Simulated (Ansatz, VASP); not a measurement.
## CdS: VASP beside Ansatz

```
CELL_PARAMETERS angstrom
4.11833 0.00000 0.00000
0.00000 5.82420 0.00000
0.00000 0.00000 25.29582
ATOMIC_POSITIONS crystal
Cd 0.50000 0.44609 0.31555
Cd 0.00000 0.01479 0.37277
Cd 0.50000 0.51337 0.46228
Cd 0.00000 0.01337 0.53772
Cd 0.50000 0.51479 0.62723
Cd 0.00000 0.94609 0.68445
S 0.00000 0.24829 0.28990
S 0.50000 0.76539 0.38005
S 0.00000 0.26207 0.45689
S 0.50000 0.76207 0.54311
S 0.00000 0.26539 0.61995
S 0.50000 0.74829 0.71010
```

Alike in both runs: functional PBEsol; k mesh 7 × 5 × 1; occupations gaussian, width 0.05 eV; no spin polarisation.

Ansatz relaxed the structure, and its values are those at the end. VASP's run is a single point on that final structure, the one shown.

```csv
,VASP,Ansatz
version,VASP 6.6.1,Ansatz 0.2.0
potentials or method,"VASP PAW PBE potentials, release 64 (Cd, S), cutoff 520 eV","scalar-relativistic, plane waves, PAW"
valence electrons in the cell,108,156
```

VASP gave:

* gap on the k mesh at the Fermi level (eV): 1.48
* least direct gap on the mesh (eV): 1.48
* rms of the force components (eV/Å): 0.017

Task: What did Ansatz give for the same quantities?

Result: gap on the k mesh at the Fermi level (eV): 1.47; least direct gap on the mesh (eV): 1.47; rms of the force components (eV/Å): 0.006.

VASP's potentials were made for PBE, not for PBEsol. The functional is the same, so the differences come from potentials, cutoffs and numerics. VASP's potentials hold 108 valence electrons a cell and Ansatz's 156, so a difference there can come from the potentials and not from the codes.
